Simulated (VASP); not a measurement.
The system is Hg.

```
CELL_PARAMETERS angstrom
-1.81439 1.81439 1.81439
1.81439 -1.81439 1.81439
1.81439 1.81439 -1.81439
ATOMIC_POSITIONS crystal
Hg 0.00000 0.00000 0.00000
```

Base run:

| Quantity | Value |
| --- | --- |
| Program | VASP 6.6.1 |
| Functional | PBEsol |
| Potentials or basis | VASP PAW PBE potentials, release 64 (Hg) |
| Cutoff | 520 eV |
| k mesh | 15 × 15 × 15 |
| Occupations | tetrahedron |
| Spin | no spin polarisation |

Its results: band gap on the k mesh zero (bands 6 and 7 overlap by 3.50 eV); pressure 0.7 GPa.

Task: The run is repeated on the same cell with these changes: occupations from tetrahedron to fermi-dirac, width 0.08 eV. What comes out?

Result: Band gap on the k mesh zero (bands 6 and 7 overlap by 3.49 eV); pressure 0.3 GPa.

Caveats: the PAW data sets were made with another functional, which shifts forces and pressure a little; spin-orbit coupling is left out, which moves the levels of the heavy elements; tetrahedron occupations give inexact forces and stress in metals (at least some runs).
